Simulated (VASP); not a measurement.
Here is a VASP 6.6.1 calculation.

Contents of INCAR:

```
SYSTEM = SrTiO3
PREC = Accurate
ENCUT = 520
EDIFF = 1E-6
ISMEAR = -1
SIGMA = 0.05
LREAL = .FALSE.
LASPH = .TRUE.
NELM = 80
ALGO = Normal
ISIF = 2
LWAVE = .FALSE.
LCHARG = .FALSE.
GGA = PS
NBANDS = 28
```

KPOINTS

```
Automatic mesh
0
G
  7 7 7
  0 0 0
```

Contents of POSCAR:

```
SrTiO3
1.0
    3.9831000000      0.0000000000      0.0000000000
    0.0000000000      3.9831000000      0.0000000000
    0.0000000000      0.0000000000      3.9050000000
Sr Ti O
1 1 3
Direct
    0.0000000000      0.0000000000      0.0000000000
    0.5000000000      0.5000000000      0.5000000000
    0.0000000000      0.5000000000      0.5000000000
    0.5000000000      0.0000000000      0.5000000000
    0.5000000000      0.5000000000      0.0000000000
```

Potentials or basis: VASP PAW PBE potentials, release 64 (Sr_sv, Ti_sv, O).

Run with:

```sh
$ cat potpaw_PBE.64/Sr_sv/POTCAR potpaw_PBE.64/Ti_sv/POTCAR potpaw_PBE.64/O/POTCAR > POTCAR
$ mpirun -np 1 vasp_std > vasp.out
```

Task: Estimate the pressure.

Result: -7.6 GPa.

Task: What does it give for the band gap on the k mesh?

Result: 1.77 eV (least direct gap 2.08 eV).

Stress tensor (GPa, compression positive):
```
-9.00  0.00  0.00
 0.00 -9.00  0.00
 0.00  0.00 -4.95
```

Caveat: the cell differs from its parent crystal (equal xx and yy strain of +2 %); the cell stands under tension; the PAW data sets were made with another functional, which shifts forces and pressure a little. A k mesh can miss the band edges.
